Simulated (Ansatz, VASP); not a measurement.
# Two plane-wave programs on Sc

INCAR

```
SYSTEM = Sc
PREC = Accurate
ENCUT = 520
EDIFF = 1E-7
ISMEAR = 0
SIGMA = 0.15
LREAL = .False.
LASPH = .True.
NELM = 60
ALGO = Normal
ISIF = 2
LWAVE = .False.
LCHARG = .False.
GGA = PE
NBANDS = 18
```

File KPOINTS:

```
Automatic mesh
0
Gamma
  15 15 10
  0 0 0
```

The input POSCAR:

```
Sc
1.0
    3.3195022292      0.0000000000      0.0000000000
   -1.6597511146      2.8747732584      0.0000000000
    0.0000000000      0.0000000000      4.7496000000
Sc
2
Direct
    0.3333333333      0.6666666667      0.2500000000
    0.6666666667      0.3333333333      0.7500000000
```

Input for Ansatz:

```yaml
crystal:
  lattice:
    - [3.3195022292, 0.0, 0.0]
    - [-1.6597511146, 2.8747732584, 0.0]
    - [0.0, 0.0, 4.7496]
  atoms:
    - { symbol: Sc, position: [0.3333333333, 0.6666666667, 0.25] }
    - { symbol: Sc, position: [0.6666666667, 0.3333333333, 0.75] }
basis:
  ecutwfc: 520.0
kpoints:
  mp_grid: { grid: [15, 15, 10] }
hamiltonian:
  xc: pbe
  pseudopotentials: { kind: paw }
scf:
  occupations: { method: gaussian, width: 0.15 }
output:
  forces: true
  stress: true
  eigenvalues: true
  write_density: true
  write_potential: true
  elf: true
  volumetric_format: npy
```

Alike in both runs: task single point; functional PBE; k mesh 15 × 15 × 10; occupations gaussian, width 0.15 eV; no spin polarisation.

```csv
,VASP,Ansatz
version,VASP 6.6.1,Ansatz 0.2.0
potentials or method,"VASP PAW PBE potentials, release 64 (Sc_sv), cutoff 520 eV","scalar-relativistic, plane waves, PAW"
valence electrons in the cell,22,22
```

|  | VASP | Ansatz | Ansatz less VASP |
| --- | --- | --- | --- |
| gap on the k mesh at the Fermi level (eV) | none | none | - |
| pressure (GPa) | 5.2 | 5.1 | -0.05 |
| traceless stress, the component that is largest in VASP (GPa) | 4.59 | 4.58 | -0.011 |

A gap of «none» marks a metal or a gap that the smearing closes. The functional is the same, so the differences come from potentials, cutoffs and numerics.
